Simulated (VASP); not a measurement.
# C (Fm-3m) in VASP: further runs

Runs on C. Level: PBE. Tasks: single point.

All numbers are computed with VASP 6.6.1; they aren't measurements. Logs are shortened: lines on timing, memory, paths and dates and some standing lists are left out, and cuts for length are marked.

### Step 1. The cell of the first run

The structure is cubic, space group Fm-3m (No. 225). The conventional cell has a = 2.864 Å, b = 2.864 Å, c = 2.864 Å, α = 90.00°, β = 90.00°, γ = 90.00°. C (site symmetry m-3m) has 12 C at 2.03 Å within 2.7 Å.

### Step 2. Single point, PBE

File INCAR:

```
  ALGO = Normal
  EDIFF = 1E-7
  ENCUT = 520
  GGA = PE
  ISIF = 2
  ISMEAR = -1
  LASPH = True
  LCHARG = False
  LREAL = False
  LWAVE = False
  NBANDS = 8
  NELM = 80
  PREC = Accurate
  SIGMA = 0.08
```

File KPOINTS:

```
k-points
0
Gamma
  24 24 24
```

File POSCAR:

```
C
1.0
    0.0000000000      1.4320661618      1.4320661618
    1.4320661618      0.0000000000      1.4320661618
    1.4320661618      1.4320661618      0.0000000000
C
1
Direct
    0.0000000000      0.0000000000      0.0000000000
```

Potentials or basis: VASP PAW PBE potentials, release 64 (C).

The run is started by

```
$ cat potpaw_PBE.64/C/POTCAR > POTCAR
$ mpirun -np 1 vasp_std > vasp.out
```

OUTCAR:

```text
EDIFF = 1E-7
   ENCUT = 520
   GGA = PE
   ISIF = 2
   ISMEAR = -1
   LASPH = True
   LREAL = False
   NELM = 80
   PREC = Accurate

 ion  position               nearest neighbor table
   1  0.000  0.000  0.000-

  LATTYP: Found a face centered cubic cell.
 ALAT       =     2.8641323236

  Lattice vectors:

 A1 = (   0.0000000000,   1.4320661618,   1.4320661618)
 A2 = (   1.4320661618,   0.0000000000,   1.4320661618)
 A3 = (   1.4320661618,   1.4320661618,   0.0000000000)

Analysis of symmetry for initial positions (statically):
=====================================================================
 Subroutine PRICEL returns:
 Original cell was already a primitive cell.

 Routine SETGRP: Setting up the symmetry group for a
 face centered cubic supercell.

 Subroutine GETGRP returns: Found 48 space group operations
 (whereof 48 operations were pure point group operations)
 out of a pool of 48 trial point group operations.

The static configuration has the point symmetry O_h .

Analysis of symmetry for dynamics (positions and initial velocities):
=====================================================================
 Subroutine PRICEL returns:
 Original cell was already a primitive cell.

 Routine SETGRP: Setting up the symmetry group for a
 face centered cubic supercell.

 Subroutine GETGRP returns: Found 48 space group operations
 (whereof 48 operations were pure point group operations)
 out of a pool of 48 trial point group operations.

The dynamic configuration has the point symmetry O_h .

 Subroutine INISYM returns: Found 48 space group operations
 (whereof 48 operations are pure point group operations),
 and found     1 'primitive' translations

----------------------------------------------------------------------------------------

                                     Primitive cell

  volume of cell :       5.8738

  direct lattice vectors                    reciprocal lattice vectors
     0.000000000  1.432066162  1.432066162    -0.349145880  0.349145880  0.349145880
     1.432066162  0.000000000  1.432066162     0.349145880 -0.349145880  0.349145880
     1.432066162  1.432066162  0.000000000     0.349145880  0.349145880 -0.349145880

  length of vectors
     2.025247388  2.025247388  2.025247388     0.604738403  0.604738403  0.604738403

  position of ions in fractional coordinates (direct lattice)
     0.000000000  0.000000000  0.000000000

  ion indices of the primitive-cell ions
   primitive index   ion index
                 1           1

----------------------------------------------------------------------------------------

 KPOINTS: k-points

Automatic generation of k-mesh.
 Grid dimensions read from file:
 generate k-points for:   24   24   24

 Generating k-lattice:

  Cartesian coordinates                     Fractional coordinates (reciprocal lattice)
    -0.014547745  0.014547745  0.014547745     0.041666667  0.000000000  0.000000000
     0.014547745 -0.014547745  0.014547745     0.000000000  0.041666667  0.000000000
     0.014547745  0.014547745 -0.014547745     0.000000000  0.000000000  0.041666667

  Length of vectors
     0.025197433  0.025197433  0.025197433

  Shift w.r.t. Gamma in fractional coordinates (k-lattice)
     0.000000000  0.000000000  0.000000000

 Subroutine IBZKPT returns following result:
 ===========================================

 Found    413 irreducible k-points:

 Following reciprocal coordinates:
            Coordinates               Weight
  0.000000  0.000000  0.000000      1.000000
  0.041667  0.000000  0.000000      8.000000
  0.083333  0.000000  0.000000      8.000000
  0.125000  0.000000  0.000000      8.000000
  0.166667  0.000000  0.000000      8.000000
  0.208333  0.000000  0.000000      8.000000
[... 16 lines left out ...]
  0.416667  0.041667  0.000000     24.000000
  0.458333  0.041667  0.000000     24.000000
 [... further k-points ...]
   k-points           NKPTS =    413   k-points in BZ     NKDIM =    413   number of bands    NBANDS=      8
   number of dos      NEDOS =    301   number of ions     NIONS =      1
   total plane-waves  NPLWV =   4096
   dimension x,y,z NGX =    16 NGY =   16 NGZ =   16
   dimension x,y,z NGXF=    32 NGYF=   32 NGZF=   32
   ions per type =               1
   NGX,Y,Z   is equivalent  to a cutoff of  13.13, 13.13, 13.13 a.u.
   NGXF,Y,Z  is equivalent  to a cutoff of  26.27, 26.27, 26.27 a.u.
 SYSTEM =  unknown system
   PREC   = accura    normal or accurate (medium, high low for compatibility)
   ISTART =      0    job   : 0-new  1-cont  2-samecut
   ICHARG =      2    charge: 1-file 2-atom 10-const
   ISPIN  =      1    spin polarized calculation?
   LNONCOLLINEAR =      F non collinear calculations
   LSORBIT =      F    spin-orbit coupling
   LASPH  =      T    aspherical Exc in radial PAW
   ENCUT  =  520.0 eV  38.22 Ry    6.18 a.u.   3.77  3.77  3.77*2*pi/ulx,y,z
   NELM   =     80;   NELMIN=  2; NELMDL= -5     # of ELM steps
   EDIFF  = 0.1E-06   stopping-criterion for ELM
   LREAL  =      F    real-space projection
   EDIFFG = 0.1E-05   stopping-criterion for IOM
   NSW    =      0    number of steps for IOM
   IBRION =     -1    ionic relax: 0-MD 1-quasi-New 2-CG
   NFREE  =      0    steps in history (QN), initial steepest desc. (CG)
   ISIF   =      2    stress and relaxation
   ISYM   =      2    0-nonsym 1-usesym 2-fastsym
   POTIM  = 0.5000    time-step for ionic-motion
   TEBEG  =    0.0;   TEEND  =   0.0 temperature during run
   PSTRESS=    0.0 pullay stress
   NELECT =       4.0000    total number of electrons
   NUPDOWN=      -1.0000    fix difference up-down
   EMIN   =  10.00;   EMAX   =-10.00  energy-range for DOS
   EFERMI =   0.00;   METHOD = LEGACY
   ISMEAR =    -1;   SIGMA  =   0.08  broadening in eV -4-tet -1-fermi 0-gaus
   EFERMI_NEDOS =   21; number of points for ismear=-14 and -15
   IALGO  =     38    algorithm
   IMIX   =      4    mixing-type and parameters
     AMIX     =   0.40;   BMIX     =  1.00
     AMIX_MAG =   1.60;   BMIX_MAG =  1.00
  volume/ion in A,a.u.               =       5.87        39.64
  Fermi-wavevector in a.u.,A,eV,Ry     =   1.440307  2.721786 28.225073  2.074484
  Thomas-Fermi vector in A             =   2.559066
   LORBIT       =      0    0 simple, 1 ext, 2 COOP (PROOUT), +10 PAW based schemes
   GGA     = PE    functional components
   LHFCALC =     F    Hartree Fock is set to
   AEXX    =    0.0000 exact exchange contribution
   IVDW    =     0    specifies the selected vdW correction
   LEPSILON=     F    determine dielectric tensor
   LRPA    =     F    only Hartree local field effects (RPA)
 non-spin polarized calculation
  energy-cutoff  :      520.00
  volume of cell :        5.87
 maximum number of plane-waves:       169
   NGX =  7   NGY =  7   NGZ =  7

 number of electron       4.0000000 magnetization

 Free energy of the ion-electron system (eV)
  ---------------------------------------------------
  ext. energy  EPLUGINS =         0.00000000
  ---------------------------------------------------
  free energy    TOTEN  =        -4.47520083 eV

  energy without entropy =       -4.46777021  energy(sigma->0) =       -4.47148552

 E-fermi :  10.9129     XC(G=0): -13.7648

 val. band max:       10.8787596289   @ k =  -0.2917   0.2917   0.0833
 cond. band min:      10.9355502875   @ k =   0.4583   0.2917   0.1250
 fundamental gap:      0.0567906586
 Fermi energy:        10.9128805410

 k-point     1 :       0.0000    0.0000    0.0000
  band No.  band energies     occupation
      1     -11.0741      2.00000
      2      20.6604      0.00000
      3      20.6604      0.00000
      4      20.6604      0.00000
      5      43.8679      0.00000
      6      43.8679      0.00000
      7      43.8679      0.00000
      8      48.7078      0.00000

 k-point     2 :       0.0417    0.0000    0.0000
  band No.  band energies     occupation
      1     -10.9943      2.00000
      2      20.4000      0.00000
      3      20.6115      0.00000
      4      20.6115      0.00000
      5      42.9586      0.00000
      6      44.0009      0.00000
      7      44.0009      0.00000
      8      48.5810      0.00000

 k-point     3 :       0.0833    0.0000    0.0000
  band No.  band energies     occupation
      1     -10.7549      2.00000
      2      19.6304      0.00000
      3      20.4711      0.00000
      4      20.4711      0.00000
      5      41.4671      0.00000
      6      44.3612      0.00000
      7      44.3612      0.00000
      8      48.2143      0.00000

 k-point     4 :       0.1250    0.0000    0.0000
  band No.  band energies     occupation
      1     -10.3563      2.00000
      2      18.3921      0.00000
      3      20.2571      0.00000
      4      20.2571      0.00000
      5      40.2309      0.00000
      6      44.8132      0.00000
      7      44.8132      0.00000
      8      47.6477      0.00000

 k-point     5 :       0.1667    0.0000    0.0000
  band No.  band energies     occupation
      1      -9.7988      2.00000
      2      16.7630      0.00000
      3      19.9940      0.00000
      4      19.9940      0.00000
      5      39.3958      0.00000
      6      45.0857      0.00000
      7      45.0857      0.00000
      8      46.9419      0.00000
[... 177 lines left out ...]
 k-point    22 :       0.3750    0.0417    0.0000
  band No.  band energies     occupation
      1      -5.0618      2.00000
      2       6.9821      2.00000
      3      18.3970      0.00000
      4      18.8406      0.00000
      5      39.0444      0.00000
      6      40.3049      0.00000
      7      42.5643      0.00000
      8      45.2782      0.00000

 k-point    23 :       0.4167    0.0417    0.0000
  band No.  band energies     occupation
      1      -3.6345      2.00000
      2       4.8667      2.00000
      3      18.3105      0.00000
      4      18.5979      0.00000
      5      39.1880      0.00000
      6      39.9036      0.00000
      7      41.9018      0.00000
      8      44.8865      0.00000

 k-point    24 :       0.4583    0.0417    0.0000
  band No.  band energies     occupation
      1      -2.0701      2.00000
      2       2.8460      2.00000
      3      18.2905      0.00000
      4      18.3997      0.00000
      5      39.1545      0.00000
      6      39.8343      0.00000
      7      41.4177      0.00000
      8      44.6291      0.00000

 [... further k-points ...]
[... 5 lines left out ...]
  --------------------------------------------------------------------------------------
  -------------------------------------------------------------------------------------
  Total        1.8083585      1.8083585      1.8083585      0.0000000      0.0000000     -0.0000000
  in kB      493.2599564    493.2599564    493.2599564      0.0000000      0.0000000     -0.0000000
  external PRESSURE =     493.2599564 kB  Pullay stress =       0.0000000 kB

 VOLUME and BASIS-vectors are now :
 -----------------------------------------------------------------------------
  energy-cutoff  :      520.00
  volume of cell :        5.87
      direct lattice vectors                 reciprocal lattice vectors
     0.000000000  1.432066162  1.432066162    -0.349145880  0.349145880  0.349145880
     1.432066162  0.000000000  1.432066162     0.349145880 -0.349145880  0.349145880
     1.432066162  1.432066162  0.000000000     0.349145880  0.349145880 -0.349145880

 POSITION                                       TOTAL-FORCE (eV/Angst)
 -----------------------------------------------------------------------------------
      0.00000      0.00000      0.00000        -0.000000     -0.000000     -0.000000
 -----------------------------------------------------------------------------------
    total drift:                               -0.000000      0.000000     -0.000000

  FREE ENERGIE OF THE ION-ELECTRON SYSTEM (eV)
  ---------------------------------------------------
  free  energy   TOTEN  =        -4.4752008283 eV

  energy  without entropy=       -4.4677702071  energy(sigma->0) =       -4.47148552
```

Wall time 12 s (1 thread of Intel Xeon 8259CL, shared host); peak memory 0.12 GiB.

What came out:

- Free energy: -4.4752 eV
- Pressure: 49.3 GPa
- Band gap on the k mesh: zero (band 2 reaches 20.66 eV, above the bottom of band 3 at 7.09 eV)

Levels at points of the mesh, in eV from the Fermi level:
| k point | band 1 | band 2 | band 3 | band 4 | band 5 | band 6 |
| --- | --- | --- | --- | --- | --- | --- |
| (0.00, 0.00, 0.00) | -21.99 | 9.75 | 9.75 | 9.75 | 32.96 | 32.96 |
| (0.50, 0.00, 0.00) | -11.09 | -10.32 | 7.55 | 7.55 | 28.80 | 29.94 |
| (0.50, 0.50, 0.00) | -8.76 | -5.34 | 2.40 | 2.40 | 16.39 | 16.97 |

### Step 3. Single point, PBE

File INCAR:

```
  ALGO = Normal
  EDIFF = 1E-6
  ENCUT = 520
  GGA = PE
  ISIF = 2
  ISMEAR = -1
  LASPH = T
  LCHARG = F
  LREAL = F
  LWAVE = F
  NBANDS = 8
  NELM = 80
  PREC = Accurate
  SIGMA = 0.08
```

KPOINTS is that of step 2.

File POSCAR:

```
C
1.0
    0.0000000000      1.4321194674      1.4321194674
    1.4321194674      0.0000000000      1.4321194674
    1.4321194674      1.4321194674      0.0000000000
C
1
Direct
    0.0000000000      0.0000000000      0.0000000000
```

Potentials or basis: VASP PAW PBE potentials, release 64 (C).

The run is started by

```
$ cat potpaw_PBE.64/C/POTCAR > POTCAR
$ mpirun -np 1 vasp_std > vasp.out
```

Wall time 10 s (1 thread of Intel Xeon 8259CL, shared host); peak memory 0.12 GiB.

The run converged. Its results:

```
Free energy            : -4.4754 eV
Pressure               : 49.3 GPa
Band gap on the k mesh : zero (band 2 reaches 20.66 eV, above the bottom of band 3 at 7.08 eV)
```

Levels at points of the mesh, in eV from the Fermi level:
| k point | band 1 | band 2 | band 3 | band 4 | band 5 | band 6 | band 7 |
| --- | --- | --- | --- | --- | --- | --- | --- |
| (0.00, 0.00, 0.00) | -21.99 | 9.75 | 9.75 | 9.75 | 32.95 | 32.95 | 32.95 |
| (0.50, 0.00, 0.00) | -11.09 | -10.31 | 7.55 | 7.55 | 28.80 | 29.94 | 29.94 |
| (0.50, 0.50, 0.00) | -8.76 | -5.34 | 2.40 | 2.40 | 16.39 | 16.97 | 43.83 |

### Step 4. Single point, PBE (volume scaled by 0.8, to set the pressure)

File INCAR:

```
PREC = Accurate
ENCUT = 600
EDIFF = 1E-6
ISMEAR = -1
SIGMA = 0.08
LREAL = False
LASPH = True
NELM = 120
ALGO = Normal
ISIF = 2
LWAVE = False
LCHARG = False
GGA = PE
NBANDS = 8
GGA_COMPAT = False
```

File KPOINTS:

```
regular mesh
0
Gamma
  24 24 24
```

File POSCAR:

```
C
1.0
    0.0000000000      1.4318078421      1.4318078421
    1.4318078421      0.0000000000      1.4318078421
    1.4318078421      1.4318078421      0.0000000000
C
1
Direct
    0.0000000000      0.0000000000      0.0000000000
```

The run is started by

```
$ cat potpaw_PBE.64/C/POTCAR > POTCAR
$ mpirun -np 1 vasp_std > vasp.out
```

It took 5.8 s on 1 thread of Intel Xeon Platinum 8559C (Emerald Rapids), shared host; peak memory 0.12 GiB.

It converged, with:

| Property | Result |
| --- | --- |
| Free energy | -4.4754 eV |
| Pressure | 49.2 GPa |
| Band gap on the k mesh | zero (band 2 reaches 20.67 eV, above the bottom of band 3 at 7.09 eV) |

Levels at points of the mesh, in eV from the Fermi level:
| k point | band 1 | band 2 | band 3 | band 4 | band 5 |
| --- | --- | --- | --- | --- | --- |
| (0.00, 0.00, 0.00) | -22.00 | 9.75 | 9.75 | 9.75 | 32.96 |
| (0.50, 0.00, 0.00) | -11.10 | -10.32 | 7.55 | 7.55 | 28.82 |
| (0.50, 0.50, 0.00) | -8.76 | -5.34 | 2.40 | 2.40 | 16.40 |

Caveat: the cell differs from its parent crystal (volume scaled by 0.8, to set the pressure).
